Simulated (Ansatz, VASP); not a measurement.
Se in VASP and in Ansatz

INCAR

```
  ALGO = Normal
  EDIFF = 1E-7
  ENCUT = 520
  GGA = PE
  ISIF = 2
  ISMEAR = 0
  LASPH = T
  LCHARG = T
  LELF = T
  LREAL = F
  LVHAR = T
  LWAVE = F
  NBANDS = 9
  NELM = 80
  PREC = Accurate
  SIGMA = 0.1
```

The input KPOINTS:

```
k-points
0
Gamma
  18 18 18
```

The input POSCAR:

```
Se
1.0
   -1.7449616576      1.7449616576      1.7449616576
    1.7449616576     -1.7449616576      1.7449616576
    1.7449616576      1.7449616576     -1.7449616576
Se
1
Direct
    0.0000000000      0.0000000000      0.0000000000
```

Input for Ansatz:

```yaml
crystal:
  lattice:
    - [-1.7449616576, 1.7449616576, 1.7449616576]
    - [1.7449616576, -1.7449616576, 1.7449616576]
    - [1.7449616576, 1.7449616576, -1.7449616576]
  atoms:
    - { symbol: Se, position: [0.0, 0.0, 0.0] }
basis:
  ecutwfc: 420
kpoints:
  mp_grid: { grid: [18, 18, 18] }
hamiltonian:
  xc: pbe
scf:
  occupations: { method: gaussian, width: 0.1 }
output:
  forces: true
  stress: true
  eigenvalues: true
```

Alike in both runs: task single point; functional PBE; k mesh 18 × 18 × 18; occupations gaussian, width 0.1 eV; no spin polarisation.

```csv
,VASP,Ansatz
version,VASP 6.6.1,Ansatz 0.2.0
potentials or method,"VASP PAW PBE potentials, release 64 (Se), cutoff 520 eV","scalar-relativistic, plane waves, PAW"
valence electrons in the cell,6,16
```

```tsv
	VASP	Ansatz	Ansatz less VASP
gap on the k mesh at the Fermi level (eV)	none	none	-
pressure (GPa)	-2.8	-2.8	-0.01
```

A gap of «none» marks a metal or a gap that the smearing closes. VASP's potentials hold 6 valence electrons a cell and Ansatz's 16, so a difference there can come from the potentials and not from the codes.
